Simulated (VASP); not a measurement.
# Bi2Se3 (R-3m) in VASP: notebook, part 2 of 3

VASP 6.6.1. Earlier steps stand in the parts before.

**4. Electric field gradients, PBE (equal xx and yy strain of +3 %)**

Input file INCAR:

```
SYSTEM = Bi2Se3
ALGO = Normal
EDIFF = 1E-8
ENCUT = 520
GGA = PE
ISIF = 2
ISMEAR = -1
LASPH = .True.
LCHARG = .False.
LEFG = .True.
LREAL = .False.
LWAVE = .False.
NBANDS = 32
NELM = 60
PREC = Accurate
SIGMA = 0.03
```

Input file KPOINTS:

```
k-points
0
Gamma
  6 6 6
  0 0 0
```

Input file POSCAR:

```
Bi2Se3
1.0
    2.1336442757      1.2318600969      9.5453300000
   -2.1336442757      1.2318600969      9.5453300000
    0.0000000000     -2.4637201939      9.5453300000
Bi Se
2 3
Direct
    0.4008000000      0.4008000000      0.4008000000
    0.5992000000      0.5992000000      0.5992000000
    0.0000000000      0.0000000000      0.0000000000
    0.2117000000      0.2117000000      0.2117000000
    0.7883000000      0.7883000000      0.7883000000
```

Potentials or basis: VASP PAW PBE potentials, release 64 (Bi_d, Se).

Command:

```bash
$ cat potpaw_PBE.64/Bi_d/POTCAR potpaw_PBE.64/Se/POTCAR > POTCAR
$ mpirun -np 1 vasp_std > vasp.out
```

OUTCAR:

```text
SYSTEM = Bi2Se3
   EDIFF = 1E-8
   ENCUT = 520
   GGA = PE
   ISIF = 2
   ISMEAR = -1
   LASPH = .True.
   LREAL = .False.
   NELM = 60
   PREC = Accurate

 ion  position               nearest neighbor table
   1  0.401  0.401  0.401-   5 2.91   5 2.91   5 2.91   3 3.13   3 3.13   3 3.13
   2  0.599  0.599  0.599-   4 2.91   4 2.91   4 2.91   3 3.13   3 3.13   3 3.13
   3  0.000  0.000  0.000-   2 3.13   1 3.13   2 3.13   2 3.13   1 3.13   1 3.13
   4  0.212  0.212  0.212-   2 2.91   2 2.91   2 2.91
   5  0.788  0.788  0.788-   1 2.91   1 2.91   1 2.91

  LATTYP: Found a trigonal (rhomboedric) cell.
 ALAT       =     9.8581561157
 COS(alpha) =     0.9063122859

  Lattice vectors:

 A1 = (   2.1336442757,   1.2318600969,   9.5453300000)
 A2 = (  -2.1336442757,   1.2318600969,   9.5453300000)
 A3 = (   0.0000000000,  -2.4637201939,   9.5453300000)

Analysis of symmetry for initial positions (statically):
=====================================================================
 Subroutine PRICEL returns:
 Original cell was already a primitive cell.

 Routine SETGRP: Setting up the symmetry group for a
 trigonal (rhombohedral) supercell.

 Subroutine GETGRP returns: Found 12 space group operations
 (whereof 12 operations were pure point group operations)
 out of a pool of 12 trial point group operations.

The static configuration has the point symmetry D_3d.

Analysis of symmetry for dynamics (positions and initial velocities):
=====================================================================
 Subroutine PRICEL returns:
 Original cell was already a primitive cell.

 Routine SETGRP: Setting up the symmetry group for a
 trigonal (rhombohedral) supercell.

 Subroutine GETGRP returns: Found 12 space group operations
 (whereof 12 operations were pure point group operations)
 out of a pool of 12 trial point group operations.

The dynamic configuration has the point symmetry D_3d.

 Subroutine INISYM returns: Found 12 space group operations
 (whereof 12 operations are pure point group operations),
 and found     1 'primitive' translations

----------------------------------------------------------------------------------------

                                     Primitive cell

  volume of cell :     150.5309

  direct lattice vectors                    reciprocal lattice vectors
     2.133644276  1.231860097  9.545330000     0.234340844  0.135296749  0.034921091
    -2.133644276  1.231860097  9.545330000    -0.234340844  0.135296749  0.034921091
     0.000000000 -2.463720194  9.545330000     0.000000000 -0.270593499  0.034921091

  length of vectors
     9.858156116  9.858156116  9.858156116     0.272837541  0.272837541  0.272837541

  position of ions in fractional coordinates (direct lattice)
     0.400800000  0.400800000  0.400800000
     0.599200000  0.599200000  0.599200000
     0.000000000  0.000000000  0.000000000
     0.211700000  0.211700000  0.211700000
[... 97 lines left out ...]
   EFERMI_NEDOS =   21; number of points for ismear=-14 and -15
   IALGO  =     38    algorithm
   IMIX   =      4    mixing-type and parameters
     AMIX     =   0.40;   BMIX     =  1.00
     AMIX_MAG =   1.60;   BMIX_MAG =  1.00
  volume/ion in A,a.u.               =      30.11       203.17
  Fermi-wavevector in a.u.,A,eV,Ry     =   1.118442  2.113548 17.019691  1.250912
  Thomas-Fermi vector in A             =   2.255073
   LORBIT       =      0    0 simple, 1 ext, 2 COOP (PROOUT), +10 PAW based schemes
   GGA     = PE    functional components
   LHFCALC =     F    Hartree Fock is set to
   AEXX    =    0.0000 exact exchange contribution
   IVDW    =     0    specifies the selected vdW correction
   LEPSILON=     F    determine dielectric tensor
   LRPA    =     F    only Hartree local field effects (RPA)
 non-spin polarized calculation
  energy-cutoff  :      520.00
  volume of cell :      150.53
 maximum number of plane-waves:      4080
 NGX is ok and might be reduce to    80
   NGX = 37   NGY = 37   NGZ = 37

 number of electron      47.9999997 magnetization

 Free energy of the ion-electron system (eV)
  ---------------------------------------------------
  ext. energy  EPLUGINS =         0.00000000
  ---------------------------------------------------
  free energy    TOTEN  =       -20.18246589 eV

  energy without entropy =      -20.18234235  energy(sigma->0) =      -20.18240412

 E-fermi :   4.3062     XC(G=0):  -9.2311

 val. band max:        4.2214203714   @ k =   0.0000   0.0000   0.0000
 cond. band min:       4.3907759078   @ k =   0.0000   0.0000   0.0000
 fundamental gap:      0.1693555364
 Fermi energy:         4.3062104091

 k-point     1 :       0.0000    0.0000    0.0000
  band No.  band energies     occupation
      1     -18.7846      2.00000
      2     -18.7826      2.00000
      3     -18.7821      2.00000
      4     -18.7821      2.00000
      5     -18.7808      2.00000
      6     -18.7808      2.00000
[... 829 lines left out ...]
     31       9.0823      0.00000
     32      10.8794      0.00000

 [... further k-points ...]

------------------------ aborting loop because EDIFF is reached ----------------------------------------

  FORCE on cell =-STRESS in cart. coord.  units (eV):
  Direction    XX          YY          ZZ          XY          YZ          ZX
  --------------------------------------------------------------------------------------
  -------------------------------------------------------------------------------------
  Total       -1.3436495     -1.3436495     -0.1995121      0.0000000      0.0000000      0.0000000
  in kB      -14.3011508    -14.3011508     -2.1235101      0.0000000      0.0000000      0.0000000
  external PRESSURE =     -10.2419372 kB  Pullay stress =       0.0000000 kB

 VOLUME and BASIS-vectors are now :
 -----------------------------------------------------------------------------
  energy-cutoff  :      520.00
  volume of cell :      150.53
      direct lattice vectors                 reciprocal lattice vectors
     2.133644276  1.231860097  9.545330000     0.234340844  0.135296749  0.034921091
    -2.133644276  1.231860097  9.545330000    -0.234340844  0.135296749  0.034921091
     0.000000000 -2.463720194  9.545330000     0.000000000 -0.270593499  0.034921091

 POSITION                                       TOTAL-FORCE (eV/Angst)
 -----------------------------------------------------------------------------------
      0.00000     -0.00000     11.47730         0.000000     -0.000000      0.001236
      0.00000     -0.00000     17.15869         0.000000      0.000000     -0.001236
      0.00000      0.00000      0.00000         0.000000      0.000000      0.000000
      0.00000     -0.00000      6.06224         0.000000     -0.000000      0.175222
      0.00000     -0.00000     22.57375         0.000000      0.000000     -0.175222
 -----------------------------------------------------------------------------------
    total drift:                                0.000000      0.000000     -0.000000

  FREE ENERGIE OF THE ION-ELECTRON SYSTEM (eV)
  ---------------------------------------------------
  free  energy   TOTEN  =       -20.1824658886 eV

  energy  without entropy=      -20.1823423462  energy(sigma->0) =      -20.18240412

 Electric field gradients (V/A^2)
---------------------------------------------------------------------
 ion       V_xx      V_yy      V_zz      V_xy      V_xz      V_yz
---------------------------------------------------------------------
   1       0.314     0.314    -0.629    -0.000    -0.000     0.000
   2       0.314     0.314    -0.629    -0.000     0.000     0.000
   3     -26.848   -26.848    53.696     0.000     0.000     0.000
   4      12.658    12.658   -25.316     0.000    -0.000     0.000
   5      12.658    12.658   -25.316     0.000     0.000     0.000
---------------------------------------------------------------------

 Electric field gradients after diagonalization (V/A^2)
 (convention: |V_zz| > |V_xx| > |V_yy|)
----------------------------------------------------------------------
 ion       V_xx      V_yy      V_zz     asymmetry (V_yy - V_xx)/ V_zz
----------------------------------------------------------------------
   1       0.314     0.314    -0.629       0.000
   2       0.314     0.314    -0.629       0.000
   3     -26.848   -26.848    53.696       0.000
   4      12.658    12.658   -25.316       0.000
   5      12.658    12.658   -25.316       0.000
----------------------------------------------------------------------

           NMR quadrupolar parameters

 Cq : quadrupolar parameter    Cq=e*Q*V_zz/h
 eta: asymmetry parameters     (V_yy - V_xx)/ V_zz
 Q  : nuclear electric quadrupole moment in mb (millibarn)
----------------------------------------------------------------------
 ion       Cq(MHz)       eta       Q (mb)
----------------------------------------------------------------------
   1      -0.002       0.000       1.000
   2      -0.002       0.000       1.000
   3       0.130       0.000       1.000
   4      -0.061       0.000       1.000
   5      -0.061       0.000       1.000
----------------------------------------------------------------------
```

It took 16 min on 1 thread of Intel Xeon Platinum 8488C (Sapphire Rapids), shared host; peak memory 0.95 GiB.

Results:

```yaml
Free_energy: -20.1825 eV
Pressure: -1.0 GPa
Largest_force: 0.175 eV/Å
Band_gap_on_the_k_mesh: 0.17 eV
Largest_electric_field_gradient_by_atom: Bi -0.6; Se +53.7, -25.3 (each value once) V/Å²
```

Forces in eV/Å, atoms in the order of the input:
```
Bi   0.000  0.000  0.001
Bi   0.000  0.000 -0.001
Se   0.000  0.000  0.000
Se   0.000  0.000  0.175
Se   0.000  0.000 -0.175
```

Stress tensor (GPa, compression positive):
```
-1.43  0.00  0.00
 0.00 -1.43  0.00
 0.00  0.00 -0.21
```

Levels at points of the mesh, in eV from the valence-band top:
```csv
k point,band 21,band 22,band 23,band 24,band 25,band 26,band 27,band 28
"(0.00, 0.00, 0.00)",-1.71,-1.08,-1.08,0.00,0.17,1.38,1.38,2.08
"(0.50, 0.00, 0.00)",-2.66,-1.81,-1.04,-0.44,0.91,1.98,3.03,3.22
"(0.50, 0.50, 0.00)",-1.67,-1.65,-1.44,-0.74,1.49,2.10,2.61,2.95
"(0.50, 0.50, 0.50)",-1.48,-1.26,-1.26,-0.38,0.61,1.69,1.69,1.93
```

Electric field gradients, principal values (V/Å²):
```csv
atom,least,middle,greatest (by size)
1 Bi,0.314,0.314,-0.629
2 Bi,0.314,0.314,-0.629
3 Se,-26.848,-26.848,53.696
4 Se,12.658,12.658,-25.316
5 Se,12.658,12.658,-25.316
```

Caveat: the cell differs from its parent crystal (equal xx and yy strain of +3 %); without QUAD_EFG the Cq values of the log hold for a quadrupole moment of 1 mb, not for the nuclei; spin-orbit coupling is left out, which moves the levels of the heavy elements.

**5. Electric field gradients, PBE (27.24 Å³/atom)**

This run uses another cell than the first one, of 27.24 Å³/atom.

Input file INCAR:

```
PREC = Accurate ; ENCUT = 520
EDIFF = 1E-8 ; ISMEAR = -1
SIGMA = 0.03 ; LREAL = F
LASPH = T ; NELM = 80
ALGO = Normal ; ISIF = 2
LWAVE = F ; LCHARG = F
GGA = PE ; LEFG = T
NBANDS = 32
```

Input file KPOINTS:

```
regular mesh
0
Gamma
  6 6 6
```

POSCAR, as its differences from that of step 4:

```diff
@@ -2,5 +2,5 @@
 1.0
-    2.1336442757      1.2318600969      9.5453300000
-   -2.1336442757      1.2318600969      9.5453300000
-    0.0000000000     -2.4637201939      9.5453300000
+    2.0435026311      1.1798167941      9.4163232398
+   -2.0435026311      1.1798167941      9.4163232398
+    0.0000000000     -2.3596335883      9.4163232398
 Bi Se
```

Potentials or basis: VASP PAW PBE potentials, release 64 (Bi_d, Se).

Command:

```bash
$ cat potpaw_PBE.64/Bi_d/POTCAR potpaw_PBE.64/Se/POTCAR > POTCAR
$ mpirun -np 1 vasp_std > vasp.out
```

OUTCAR:

```text
PREC = Accurate
   ENCUT = 520
   EDIFF = 1E-8
   ISMEAR = -1
   LREAL = F
   LASPH = T
   NELM = 80
   ISIF = 2
   GGA = PE

 ion  position               nearest neighbor table
   1  0.401  0.401  0.401-   5 2.81   5 2.81   5 2.81   3 3.03   3 3.03   3 3.03
   2  0.599  0.599  0.599-   4 2.81   4 2.81   4 2.81   3 3.03   3 3.03   3 3.03
   3  0.000  0.000  0.000-   2 3.03   1 3.03   2 3.03   2 3.03   1 3.03   1 3.03
   4  0.212  0.212  0.212-   2 2.81   2 2.81   2 2.81
   5  0.788  0.788  0.788-   1 2.81   1 2.81   1 2.81

  LATTYP: Found a trigonal (rhomboedric) cell.
 ALAT       =     9.7074720719
 COS(alpha) =     0.9113725817

  Lattice vectors:

 A1 = (   2.0435026311,   1.1798167941,   9.4163232398)
 A2 = (  -2.0435026311,   1.1798167941,   9.4163232398)
 A3 = (   0.0000000000,  -2.3596335883,   9.4163232398)

Analysis of symmetry for initial positions (statically):
=====================================================================
 Subroutine PRICEL returns:
 Original cell was already a primitive cell.

 Routine SETGRP: Setting up the symmetry group for a
 trigonal (rhombohedral) supercell.

 Subroutine GETGRP returns: Found 12 space group operations
 (whereof 12 operations were pure point group operations)
 out of a pool of 12 trial point group operations.

The static configuration has the point symmetry D_3d.

Analysis of symmetry for dynamics (positions and initial velocities):
=====================================================================
 Subroutine PRICEL returns:
 Original cell was already a primitive cell.

[... 1014 lines left out ...]
  -------------------------------------------------------------------------------------
  Total        4.7391275      4.7391275      4.7353778      0.0000000     -0.0000000      0.0000000
  in kB       55.7425194     55.7425194     55.6984148      0.0000000     -0.0000000      0.0000000
  external PRESSURE =      55.7278179 kB  Pullay stress =       0.0000000 kB

 VOLUME and BASIS-vectors are now :
 -----------------------------------------------------------------------------
  energy-cutoff  :      520.00
  volume of cell :      136.21
      direct lattice vectors                 reciprocal lattice vectors
     2.043502631  1.179816794  9.416323240     0.244677933  0.141264871  0.035399521
    -2.043502631  1.179816794  9.416323240    -0.244677933  0.141264871  0.035399521
     0.000000000 -2.359633588  9.416323240     0.000000000 -0.282529741  0.035399521

 POSITION                                       TOTAL-FORCE (eV/Angst)
 -----------------------------------------------------------------------------------
      0.00000     -0.00000     11.32219         0.000000      0.000000     -0.324458
      0.00000     -0.00000     16.92678         0.000000     -0.000000      0.324458
      0.00000      0.00000      0.00000        -0.000000      0.000000      0.000000
      0.00000     -0.00000      5.98031         0.000000      0.000000     -0.528638
      0.00000     -0.00000     22.26866         0.000000     -0.000000      0.528638
 -----------------------------------------------------------------------------------
    total drift:                                0.000000      0.000000      0.000000

  FREE ENERGIE OF THE ION-ELECTRON SYSTEM (eV)
  ---------------------------------------------------
  free  energy   TOTEN  =       -20.0130846911 eV

  energy  without entropy=      -20.0129825046  energy(sigma->0) =      -20.01303360

 Electric field gradients (V/A^2)
---------------------------------------------------------------------
 ion       V_xx      V_yy      V_zz      V_xy      V_xz      V_yz
---------------------------------------------------------------------
   1      -2.518    -2.518     5.036    -0.000     0.000     0.000
   2      -2.518    -2.518     5.036     0.000     0.000     0.000
   3     -36.963   -36.963    73.926    -0.000     0.000     0.000
   4       8.192     8.192   -16.384    -0.000    -0.000     0.000
   5       8.192     8.192   -16.384     0.000    -0.000     0.000
---------------------------------------------------------------------

 Electric field gradients after diagonalization (V/A^2)
 (convention: |V_zz| > |V_xx| > |V_yy|)
----------------------------------------------------------------------
 ion       V_xx      V_yy      V_zz     asymmetry (V_yy - V_xx)/ V_zz
----------------------------------------------------------------------
   1      -2.518    -2.518     5.036       0.000
   2      -2.518    -2.518     5.036       0.000
   3     -36.963   -36.963    73.926       0.000
   4       8.192     8.192   -16.384       0.000
   5       8.192     8.192   -16.384       0.000
----------------------------------------------------------------------

           NMR quadrupolar parameters

 Cq : quadrupolar parameter    Cq=e*Q*V_zz/h
 eta: asymmetry parameters     (V_yy - V_xx)/ V_zz
 Q  : nuclear electric quadrupole moment in mb (millibarn)
----------------------------------------------------------------------
 ion       Cq(MHz)       eta       Q (mb)
----------------------------------------------------------------------
   1       0.012       0.000       1.000
   2       0.012       0.000       1.000
   3       0.179       0.000       1.000
   4      -0.040       0.000       1.000
   5      -0.040       0.000       1.000
----------------------------------------------------------------------
```

It took 11 min on 1 thread of Intel Xeon 6975P-C (Granite Rapids), shared host; peak memory 0.74 GiB.

What came out:

```yaml
Free_energy: -20.0131 eV
Pressure: 5.6 GPa
Largest_force: 0.529 eV/Å
Band_gap_on_the_k_mesh: 0.18 eV
Largest_electric_field_gradient_by_atom: Bi +5.0; Se +73.9, -16.4 (each value once) V/Å²
```

Forces on the atoms (eV/Å):
```
Bi   0.000  0.000 -0.324
Bi   0.000  0.000  0.324
Se   0.000  0.000  0.000
Se   0.000  0.000 -0.529
Se   0.000  0.000  0.529
```

Electric field gradients, principal values (V/Å²):
| atom | least | middle | greatest (by size) |
| --- | --- | --- | --- |
| 1 Bi | -2.518 | -2.518 | 5.036 |
| 2 Bi | -2.518 | -2.518 | 5.036 |
| 3 Se | -36.963 | -36.963 | 73.926 |
| 4 Se | 8.192 | 8.192 | -16.384 |
| 5 Se | 8.192 | 8.192 | -16.384 |

Caveat: the cell stands under pressure; without QUAD_EFG the Cq values of the log hold for a quadrupole moment of 1 mb, not for the nuclei; spin-orbit coupling is left out, which moves the levels of the heavy elements.

(Continued in part 3 of 3.)
